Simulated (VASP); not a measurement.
Wanted: the native input for a VASP 6.6.1 run.

```yaml
Task: single point
Functional: PBE
Potentials_or_basis: VASP PAW PBE potentials, release 64 (Cu, Al)
Cutoff: 520 eV
k_mesh: 9 × 9 × 9
Occupations: fermi-dirac, width 0.05 eV
Spin: no spin polarisation
Dipole_correction: no
Further_INCAR_settings: ALGO = Normal; EDIFF = 1e-07; NBANDS = 16
```

The structure of Al2Cu lies in POSCAR:

```
Al2Cu
1.0
   -2.0167106632      2.0167106632      2.8319585644
    2.0167106632     -2.0167106632      2.8319585644
    2.0167106632      2.0167106632     -2.8319585644
Cu Al
1 2
Direct
    0.5000000000      0.5000000000      0.0000000000
    0.2500000000      0.7500000000      0.5000000000
    0.7500000000      0.2500000000      0.5000000000
```

The input as run:

INCAR

```
PREC     = Accurate       # precision mode
ENCUT    = 520            # plane-wave cutoff, eV
EDIFF    = 1E-7           # SCF threshold, eV
ISMEAR   = -1             # smearing method
SIGMA    = 0.05           # smearing width, eV
LREAL    = F              # projectors in reciprocal space
LASPH    = T              # aspherical terms in the spheres
NELM     = 60             # most SCF steps
ALGO     = Normal         # electronic algorithm
ISIF     = 2              # what is computed and relaxed
LWAVE    = F              # write WAVECAR
LCHARG   = F              # write CHGCAR
GGA      = PE             # functional
NBANDS   = 16             # bands
```

KPOINTS

```
Automatic mesh
0
Gamma
  9 9 9
```

Potentials or basis: VASP PAW PBE potentials, release 64 (Cu, Al).

Command:

```bash
$ cat potpaw_PBE.64/Cu/POTCAR potpaw_PBE.64/Al/POTCAR > POTCAR
$ mpirun -np 1 vasp_std > vasp.out
```

Results of the run:

```yaml
Pressure: 5.4 GPa
```

It took 34 s on 1 thread of Intel(R) Xeon(R) 6975P-C (Granite Rapids) (shared host), peak memory 0.19 GiB.
